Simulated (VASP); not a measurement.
Input of a VASP 6.6.1 run:

INCAR

```
  PREC = Accurate
  ENCUT = 1330
  EDIFF = 1E-6
  ISMEAR = -1
  SIGMA = 0.05
  LREAL = False
  LASPH = True
  NELM = 120
  ALGO = Normal
  ISIF = 2
  LWAVE = False
  LCHARG = False
  GGA = CA
  NBANDS = 16
  GGA_COMPAT = False
```

KPOINTS

```
Automatic mesh
0
Gamma
  14 14 14
```

Contents of POSCAR:

```
GaN
1.0
    2.2277045003      2.2277045003      0.0000000000
   -2.2277045003      2.2277045003      0.0000000000
    0.0000000000      2.2277045003      2.2277045003
Ga N
1 1
Direct
    0.0000000000      0.0000000000      0.0000000000
    0.2500000000      0.7500000000      0.5000000000
```

Potentials or basis: VASP PAW LDA potentials, release 64 (Ga_d, N_h).

Run with:

```console
$ cat potpaw_LDA.64/Ga_d/POTCAR potpaw_LDA.64/N_h/POTCAR > POTCAR
$ mpirun -np 1 vasp_std > vasp.out
```

(1) Estimate the band gap on the k mesh.

(2) Predict the pressure.

## Answers

(1) 1.97 eV.

(2) 1.1 GPa.
